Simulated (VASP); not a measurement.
# Cu (P6/mmm) in VASP: single point with PBE

Aim: the single point of Cu with PBE.

All numbers are computed with VASP 6.6.1; they aren't measurements. Logs are shortened: lines on timing, memory, paths and dates and some standing lists are left out, and cuts for length are marked.

### 1 The cell of the first run

It takes space group P6/mmm (No. 191, hexagonal). Conventional cell: a = 3.881 Å, b = 3.881 Å, c = 2.629 Å, α = 90.00°, β = 90.00°, γ = 120.00°. Within 3.4 Å of Cu (site symmetry 6/mmm) lie 14 Cu at 2.60 to 2.63 Å. Cu (site symmetry -6m2) has 11 Cu at 2.24 to 2.63 Å within 3.0 Å.

### 2 Single point, PBE (Ti replaced by Cu, lengths x 0.895, strained)

Input file INCAR:

```
SYSTEM = Cu
PREC = Accurate
ENCUT = 520
EDIFF = 1E-6
ISMEAR = 0
SIGMA = 0.1
LREAL = .FALSE.
LASPH = .TRUE.
NELM = 60
ALGO = Fast
ISIF = 2
LWAVE = .FALSE.
LCHARG = .FALSE.
GGA = PE
NBANDS = 24
```

Input file KPOINTS:

```
Automatic mesh
0
G
  12 12 16
  0 0 0
```

Input file POSCAR:

```
Cu
1.0
    3.8811212815      0.0000000000      0.0000000000
   -1.9405606407      3.3611496249      0.0000000000
    0.0000000000      0.0000000000      2.6292516529
Cu
3
Direct
    0.0000000000      0.0000000000      0.0000000000
    0.3333333300      0.6666666700      0.5000000000
    0.6666666700      0.3333333300      0.5000000000
```

Potentials or basis: VASP PAW PBE potentials, release 64 (Cu).

Launch:

```
$ cat potpaw_PBE.64/Cu/POTCAR > POTCAR
$ mpirun -np 1 vasp_std > vasp.out
```

OUTCAR:

```text
SYSTEM = Cu
   PREC = Accurate
   ENCUT = 520
   EDIFF = 1E-6
   ISMEAR = 0
   LREAL = .FALSE.
   LASPH = .TRUE.
   NELM = 60
   ISIF = 2
   GGA = PE

 ion  position               nearest neighbor table
   1  0.000  0.000  0.000-   2 2.60   3 2.60   2 2.60   3 2.60   2 2.60   2 2.60   3 2.60   3 2.60
                             3 2.60   3 2.60   2 2.60   2 2.60
   2  0.333  0.667  0.500-   3 2.24   3 2.24   3 2.24   1 2.60   1 2.60   1 2.60   1 2.60   1 2.60
                             1 2.60
   3  0.667  0.333  0.500-   2 2.24   2 2.24   2 2.24   1 2.60   1 2.60   1 2.60   1 2.60   1 2.60
                             1 2.60

  LATTYP: Found a hexagonal cell.
 ALAT       =     3.8811212815
 C/A-ratio  =     0.6774464033

  Lattice vectors:

 A1 = (   3.8811212815,   0.0000000000,   0.0000000000)
 A2 = (  -1.9405606407,   3.3611496249,   0.0000000000)
 A3 = (   0.0000000000,   0.0000000000,   2.6292516529)

Analysis of symmetry for initial positions (statically):
=====================================================================
 Subroutine PRICEL returns:
 Original cell was already a primitive cell.

 Routine SETGRP: Setting up the symmetry group for a
 hexagonal supercell.

 Subroutine GETGRP returns: Found 24 space group operations
 (whereof 24 operations were pure point group operations)
 out of a pool of 24 trial point group operations.

The static configuration has the point symmetry D_6h.

Analysis of symmetry for dynamics (positions and initial velocities):
=====================================================================
 Subroutine PRICEL returns:
 Original cell was already a primitive cell.

 Routine SETGRP: Setting up the symmetry group for a
 hexagonal supercell.

 Subroutine GETGRP returns: Found 24 space group operations
 (whereof 24 operations were pure point group operations)
 out of a pool of 24 trial point group operations.

The dynamic configuration has the point symmetry D_6h.

 Subroutine INISYM returns: Found 24 space group operations
 (whereof 24 operations are pure point group operations),
 and found     1 'primitive' translations

----------------------------------------------------------------------------------------

                                     Primitive cell

  volume of cell :      34.2987

  direct lattice vectors                    reciprocal lattice vectors
     3.881121282  0.000000000  0.000000000     0.257657498  0.148758626  0.000000000
    -1.940560641  3.361149625  0.000000000     0.000000000  0.297517252  0.000000000
     0.000000000  0.000000000  2.629251653     0.000000000  0.000000000  0.380336359

  length of vectors
     3.881121282  3.881121281  2.629251653     0.297517252  0.297517252  0.380336359

  position of ions in fractional coordinates (direct lattice)
     0.000000000  0.000000000  0.000000000
     0.333333330  0.666666670  0.500000000
     0.666666670  0.333333330  0.500000000

  ion indices of the primitive-cell ions
   primitive index   ion index
                 1           1
                 2           2
                 3           3

----------------------------------------------------------------------------------------

 KPOINTS: Automatic mesh

Automatic generation of k-mesh.
 Grid dimensions read from file:
 generate k-points for:   12   12   16

 Generating k-lattice:

  Cartesian coordinates                     Fractional coordinates (reciprocal lattice)
     0.021471458  0.012396552  0.000000000     0.083333333  0.000000000  0.000000000
     0.000000000  0.024793104  0.000000000     0.000000000  0.083333333  0.000000000
     0.000000000  0.000000000  0.023771022     0.000000000  0.000000000  0.062500000

  Length of vectors
     0.024793104  0.024793104  0.023771022

  Shift w.r.t. Gamma in fractional coordinates (k-lattice)
     0.000000000  0.000000000  0.000000000

 Subroutine IBZKPT returns following result:
 ===========================================

 Found    171 irreducible k-points:

 Following reciprocal coordinates:
            Coordinates               Weight
  0.000000  0.000000  0.000000      1.000000
  0.083333  0.000000  0.000000      6.000000
  0.166667  0.000000  0.000000      6.000000
  0.250000  0.000000  0.000000      6.000000
  0.333333  0.000000  0.000000      6.000000
  0.416667  0.000000  0.000000      6.000000
[... 16 lines left out ...]
  0.250000  0.000000  0.062500     12.000000
  0.333333  0.000000  0.062500     12.000000
 [... further k-points ...]
   k-points           NKPTS =    171   k-points in BZ     NKDIM =    171   number of bands    NBANDS=     24
   number of dos      NEDOS =    301   number of ions     NIONS =      3
   total plane-waves  NPLWV =  18000
   dimension x,y,z NGX =    30 NGY =   30 NGZ =   20
   dimension x,y,z NGXF=    60 NGYF=   60 NGZF=   40
   ions per type =               3
   NGX,Y,Z   is equivalent  to a cutoff of  12.85, 12.85, 12.65 a.u.
   NGXF,Y,Z  is equivalent  to a cutoff of  25.70, 25.70, 25.29 a.u.
 SYSTEM =  Cu
   PREC   = accura    normal or accurate (medium, high low for compatibility)
   ISTART =      0    job   : 0-new  1-cont  2-samecut
   ICHARG =      2    charge: 1-file 2-atom 10-const
   ISPIN  =      1    spin polarized calculation?
   LNONCOLLINEAR =      F non collinear calculations
   LSORBIT =      F    spin-orbit coupling
   LASPH  =      T    aspherical Exc in radial PAW
   ENCUT  =  520.0 eV  38.22 Ry    6.18 a.u.   7.22  7.22  4.89*2*pi/ulx,y,z
   NELM   =     60;   NELMIN=  2; NELMDL= -5     # of ELM steps
   EDIFF  = 0.1E-05   stopping-criterion for ELM
   LREAL  =      F    real-space projection
   EDIFFG = 0.1E-04   stopping-criterion for IOM
   NSW    =      0    number of steps for IOM
   IBRION =     -1    ionic relax: 0-MD 1-quasi-New 2-CG
   NFREE  =      0    steps in history (QN), initial steepest desc. (CG)
   ISIF   =      2    stress and relaxation
   ISYM   =      2    0-nonsym 1-usesym 2-fastsym
   POTIM  = 0.5000    time-step for ionic-motion
   TEBEG  =    0.0;   TEEND  =   0.0 temperature during run
   PSTRESS=    0.0 pullay stress
   NELECT =      33.0000    total number of electrons
   NUPDOWN=      -1.0000    fix difference up-down
   EMIN   =  10.00;   EMAX   =-10.00  energy-range for DOS
   EFERMI =   0.00;   METHOD = LEGACY
   ISMEAR =     0;   SIGMA  =   0.10  broadening in eV -4-tet -1-fermi 0-gaus
   EFERMI_NEDOS =   21; number of points for ismear=-14 and -15
   IALGO  =     68    algorithm
   IMIX   =      4    mixing-type and parameters
     AMIX     =   0.40;   BMIX     =  1.00
     AMIX_MAG =   1.60;   BMIX_MAG =  1.00
  volume/ion in A,a.u.               =      11.43        77.15
  Fermi-wavevector in a.u.,A,eV,Ry     =   1.616170  3.054119 35.538497  2.612006
  Thomas-Fermi vector in A             =   2.710800
   LORBIT       =      0    0 simple, 1 ext, 2 COOP (PROOUT), +10 PAW based schemes
   GGA     = PE    functional components
   LHFCALC =     F    Hartree Fock is set to
   AEXX    =    0.0000 exact exchange contribution
   IVDW    =     0    specifies the selected vdW correction
   LEPSILON=     F    determine dielectric tensor
   LRPA    =     F    only Hartree local field effects (RPA)
 non-spin polarized calculation
 RMM-DIIS sequential band-by-band and
 Gauss-broadening in eV      SIGMA  =   0.10
  energy-cutoff  :      520.00
  volume of cell :       34.30
 maximum number of plane-waves:       939
 NGX is ok and might be reduce to    30
   NGX = 15   NGY = 15   NGZ =  9

 number of electron      33.0000006 magnetization

 Free energy of the ion-electron system (eV)
  ---------------------------------------------------
  ext. energy  EPLUGINS =         0.00000000
  ---------------------------------------------------
  free energy    TOTEN  =       -10.63559537 eV

  energy without entropy =      -10.63027425  energy(sigma->0) =      -10.63293481

 E-fermi :   7.9826     XC(G=0): -12.8954

 val. band max:        7.9763700425   @ k =   0.5000   0.0000   0.5000
 cond. band min:       7.9958461263   @ k =   0.2500   0.1667   0.0625
 fundamental gap:      0.0194760839
 Fermi energy:         7.9825615139

 k-point     1 :       0.0000    0.0000    0.0000
  band No.  band energies     occupation
      1      -1.5951      2.00000
      2       3.3197      2.00000
      3       4.2057      2.00000
      4       4.2057      2.00000
      5       4.2945      2.00000
      6       4.2945      2.00000
[... 16 lines left out ...]
     23      19.5167      0.00000
     24      25.6107      0.00000

 k-point     2 :       0.0833    0.0000    0.0000
  band No.  band energies     occupation
      1      -1.4965      2.00000
      2       3.3379      2.00000
      3       3.9946      2.00000
      4       4.0852      2.00000
      5       4.3466      2.00000
      6       4.4930      2.00000
[... 16 lines left out ...]
     23      19.6666      0.00000
     24      25.6464      0.00000

 k-point     3 :       0.1667    0.0000    0.0000
  band No.  band energies     occupation
      1      -1.2032      2.00000
      2       3.3528      2.00000
      3       3.7316      2.00000
      4       3.9975      2.00000
      5       4.2015      2.00000
      6       4.7548      2.00000
[... 16 lines left out ...]
     23      20.1063      0.00000
     24      25.7564      0.00000
[... 514 lines left out ...]
 k-point    23 :       0.2500    0.0000    0.0625
  band No.  band energies     occupation
      1      -0.6394      2.00000
      2       3.2359      2.00000
      3       3.6375      2.00000
      4       3.9237      2.00000
      5       3.9518      2.00000
      6       4.7229      2.00000
[... 16 lines left out ...]
     23      21.4481      0.00000
     24      26.9001      0.00000

 k-point    24 :       0.3333    0.0000    0.0625
  band No.  band energies     occupation
      1       0.0053      2.00000
      2       2.9812      2.00000
      3       3.2864      2.00000
      4       3.9340      2.00000
      5       3.9643      2.00000
      6       4.6250      2.00000
[... 16 lines left out ...]
     23      23.8815      0.00000
     24      25.5310      0.00000

 [... further k-points ...]

------------------------ aborting loop because EDIFF is reached ----------------------------------------

  FORCE on cell =-STRESS in cart. coord.  units (eV):
  Direction    XX          YY          ZZ          XY          YZ          ZX
  --------------------------------------------------------------------------------------
  -------------------------------------------------------------------------------------
  Total        4.8051304      4.8051304     -0.4578234      0.0000000     -0.0000000      0.0000000
  in kB      224.4597868    224.4597868    -21.3860902      0.0000000     -0.0000000      0.0000000
  external PRESSURE =     142.5111611 kB  Pullay stress =       0.0000000 kB

 VOLUME and BASIS-vectors are now :
 -----------------------------------------------------------------------------
  energy-cutoff  :      520.00
  volume of cell :       34.30
      direct lattice vectors                 reciprocal lattice vectors
     3.881121282  0.000000000  0.000000000     0.257657498  0.148758626  0.000000000
    -1.940560641  3.361149625  0.000000000     0.000000000  0.297517252  0.000000000
     0.000000000  0.000000000  2.629251653     0.000000000  0.000000000  0.380336359

 POSITION                                       TOTAL-FORCE (eV/Angst)
 -----------------------------------------------------------------------------------
      0.00000      0.00000      0.00000         0.000000      0.000000      0.000000
     -0.00000      2.24077      1.31463        -0.000000      0.000000      0.000000
      1.94056      1.12038      1.31463         0.000000     -0.000000      0.000000
 -----------------------------------------------------------------------------------
    total drift:                               -0.000000      0.000000      0.000000

  FREE ENERGIE OF THE ION-ELECTRON SYSTEM (eV)
  ---------------------------------------------------
  free  energy   TOTEN  =       -10.6355953721 eV

  energy  without entropy=      -10.6302742496  energy(sigma->0) =      -10.63293481
```

Run time: 73 s. Hardware: 1 thread of Intel Xeon Platinum 8481C at 2.70GHz (Sapphire Rapids), shared host; peak memory 0.22 GiB.

Results:

```
Free energy : -10.6356 eV
Pressure    : 14.3 GPa
```

Caveat: the cell differs from its parent crystal (Ti replaced by Cu, lengths x 0.895, strained).
